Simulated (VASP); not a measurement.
# HfN (F-43m) in VASP: notebook, part 2 of 2

VASP 6.6.1.

### Step 4. Relaxation of cell and atoms, PBEsol

This run uses another cell than the first one, of 14.80 Å³/atom.

Contents of INCAR:

```
SYSTEM = HfN
  ALGO = Normal
  EDIFF = 1E-7
  EDIFFG = -0.01
  ENCUT = 600
  GGA = PS
  GGA_COMPAT = .False.
  IBRION = 2
  ISIF = 3
  ISMEAR = -1
  LASPH = .True.
  LCHARG = .False.
  LREAL = .False.
  LWAVE = .False.
  NELM = 120
  NELMIN = 4
  NSW = 80
  PREC = Accurate
  SIGMA = 0.1
```

Contents of KPOINTS:

```
k-points
0
Gamma
  6 6 6
  0 0 0
```

Contents of POSCAR:

```
HfN
1.0
    0.0000000000      2.4550000000      2.4550000000
    2.4550000000      0.0000000000      2.4550000000
    2.4550000000      2.4550000000      0.0000000000
Hf N
1 1
Direct
    0.0000000000      0.0000000000      0.0000000000
    0.2500000000      0.2500000000      0.2500000000
```

Potentials or basis: VASP PAW PBE potentials, release 64 (Hf_pv, N).

Started as:

```bash
> cat potpaw_PBE.64/Hf_pv/POTCAR potpaw_PBE.64/N/POTCAR > POTCAR
> mpirun -np 1 vasp_std > vasp.out
```

OUTCAR:

```text
SYSTEM = HfN
   EDIFF = 1E-7
   EDIFFG = -0.01
   ENCUT = 600
   GGA = PS
   IBRION = 2
   ISIF = 3
   ISMEAR = -1
   LASPH = .True.
   LREAL = .False.
   NELM = 120
   NELMIN = 4
   NSW = 80
   PREC = Accurate

 ion  position               nearest neighbor table
   1  0.000  0.000  0.000-   2 2.13   2 2.13   2 2.13   2 2.13
   2  0.250  0.250  0.250-   1 2.13   1 2.13   1 2.13   1 2.13

  LATTYP: Found a face centered cubic cell.
 ALAT       =     4.9100000000

  Lattice vectors:

 A1 = (   0.0000000000,   2.4550000000,   2.4550000000)
 A2 = (   2.4550000000,   0.0000000000,   2.4550000000)
 A3 = (   2.4550000000,   2.4550000000,   0.0000000000)

Analysis of symmetry for initial positions (statically):
=====================================================================
 Subroutine PRICEL returns:
 Original cell was already a primitive cell.

 Routine SETGRP: Setting up the symmetry group for a
 face centered cubic supercell.

 Subroutine GETGRP returns: Found 24 space group operations
 (whereof 24 operations were pure point group operations)
 out of a pool of 48 trial point group operations.

[... 144 lines left out ...]

 number of electron      15.0000001 magnetization

 Free energy of the ion-electron system (eV)
  ---------------------------------------------------
  ext. energy  EPLUGINS =         0.00000000
  ---------------------------------------------------
  free energy    TOTEN  =       -22.26783707 eV

  energy without entropy =      -22.24784689  energy(sigma->0) =      -22.25784198

------------------------ aborting loop because EDIFF is reached ----------------------------------------

  FORCE on cell =-STRESS in cart. coord.  units (eV):
  Direction    XX          YY          ZZ          XY          YZ          ZX
  --------------------------------------------------------------------------------------
  -------------------------------------------------------------------------------------
  Total       -1.1351315     -1.1351315     -1.1351315      0.0000000      0.0000000      0.0000000
  in kB      -61.4571322    -61.4571322    -61.4571322      0.0000000      0.0000000      0.0000000
  external PRESSURE =     -61.4571322 kB  Pullay stress =       0.0000000 kB
[... 59 lines left out ...]
--------------------------------------- Ionic step        3  -------------------------------------------

 number of electron      15.0000003 magnetization

 Free energy of the ion-electron system (eV)
  ---------------------------------------------------
  ext. energy  EPLUGINS =         0.00000000
  ---------------------------------------------------
  free energy    TOTEN  =       -22.28574136 eV

  energy without entropy =      -22.26634593  energy(sigma->0) =      -22.27604365

 E-fermi :   5.9436     XC(G=0): -11.5419

 val. band max:        5.7173098678   @ k =   0.5000   0.3333   0.1667
 cond. band min:       6.1165454705   @ k =   0.3333   0.1667   0.0000
 fundamental gap:      0.3992356027
 Fermi energy:         5.9435865623

 k-point     1 :       0.0000    0.0000    0.0000
  band No.  band energies     occupation
      1     -25.1042      2.00000
      2     -25.1042      2.00000
      3     -25.1042      2.00000
      4     -10.4227      2.00000
      5       0.2391      2.00000
      6       0.2391      2.00000
      7       0.2391      2.00000
      8       5.1784      1.99905
      9       8.1153      0.00000
     10       8.1153      0.00000
     11      12.6225      0.00000
[... 237 lines left out ...]
  FREE ENERGIE OF THE ION-ELECTRON SYSTEM (eV)
  ---------------------------------------------------
  free  energy   TOTEN  =       -22.2857413621 eV

  energy  without entropy=      -22.2663459299  energy(sigma->0) =      -22.27604365

 reached required accuracy - stopping structural energy minimisation
```

OSZICAR:

```text
N       E                     dE             d eps       ncg     rms          rms(c)
DAV:   1     0.465106370770E+02    0.46511E+02   -0.87898E+03   352   0.139E+03
DAV:   2    -0.224198277093E+02   -0.68930E+02   -0.65550E+02   476   0.270E+02
DAV:   3    -0.255639472838E+02   -0.31441E+01   -0.31207E+01   450   0.515E+01
[... 29 lines left out ...]
DAV:   5    -0.222857491315E+02    0.15295E-03   -0.75688E-04   414   0.230E-01    0.108E-01
DAV:   6    -0.222857421427E+02    0.69888E-05   -0.51446E-05   431   0.708E-02    0.347E-02
DAV:   7    -0.222857415020E+02    0.64067E-06   -0.23459E-06   440   0.156E-02    0.167E-02
DAV:   8    -0.222857413216E+02    0.18042E-06   -0.28858E-07   397   0.379E-03    0.112E-03
DAV:   9    -0.222857413621E+02   -0.40466E-07   -0.51554E-08   230   0.158E-03
   3 F= -.22285741E+02 E0= -.22276044E+02  d E =-.179043E-01
```

CONTCAR:

```text
HfN
   1.00000000000000
     0.0000000000000000    2.4300089351459877    2.4300089351459877
     2.4300089351459877    0.0000000000000000    2.4300089351459877
     2.4300089351459877    2.4300089351459877    0.0000000000000000
  Hf              N
     1     1
Direct
     0.0000000000000000    0.0000000000000000    0.0000000000000000
     0.2500000000000000    0.2500000000000000    0.2500000000000000

  0.00000000E+00  0.00000000E+00  0.00000000E+00
  0.00000000E+00  0.00000000E+00  0.00000000E+00
```

It took 15 s on 1 thread of AMD EPYC 7R13 (Zen 3), shared host; peak memory 0.14 GiB.

Results:

| Item | Value |
| --- | --- |
| Free energy | -22.2857 eV |
| Relaxed volume | 14.35 Å³/atom |
| Relaxed cell | a = 3.437 Å, b = 3.437 Å, c = 3.437 Å, α = 60.00°, β = 60.00°, γ = 60.00° |
| Space group after relaxing (to 0.1 Å) | F-43m (No. 216) |
| Energy gained by relaxing | 9.0 meV/atom |
| Ionic steps | 3 |
| Pressure after relaxing | -0.1 GPa |
| Band gap on the k mesh | zero (an odd number of electrons rules out a gap without spin polarisation) |

The path:
```
step  energy change (eV)  largest force (eV/Å)  pressure (GPa)  volume (Å³)
   1              0.0000                0.0000           -6.15        29.59
   2              0.0352                0.0000           12.23        27.23
   3             -0.0179                0.0000           -0.10        28.70
```

Final structure:
```xyz
2
Lattice="0.0000 2.4300 2.4300 2.4300 0.0000 2.4300 2.4300 2.4300 0.0000" Properties=species:S:1:pos:R:3 pbc="T T T"
Hf    0.0000    0.0000    0.0000
N     1.2150    1.2150    1.2150
```

Caveat: the k points lie up to 0.37 Å⁻¹ apart in the final cell, too coarse for converged energies and pressures of a metal; the PAW data sets were made with another functional, which shifts forces and pressure a little; spin-orbit coupling is left out, which moves the levels of the heavy elements.

### Step 5. Summary

| task | cell | gap on the mesh (eV) | pressure (GPa) |
| --- | --- | --- | --- |
| single point | a = 3.412 Å, angles 60.0°, 2 atoms | none | 4.7 |
| single point | a = 3.388 Å, angles 60.0°, 2 atoms | none | 9.7 |
| relaxation of cell and atoms | relaxed from a = 3.472 Å, angles 60.0°, 2 atoms | none | -0.1 |

Alike in all rows: level PBEsol; potentials or basis VASP PAW PBE potentials, release 64 (Hf_pv, N); no spin polarisation; k mesh 6 × 6 × 6; cutoff (eV) 600; smearing fermi-dirac 0.1 eV.

Caveats: all runs use coarse meshes; the PAW data sets were made with another functional, which shifts forces and pressure a little; spin-orbit coupling is left out, which moves the levels of the heavy elements.

Total energies depend on the potentials used, so only differences within one code and one set of settings carry meaning.
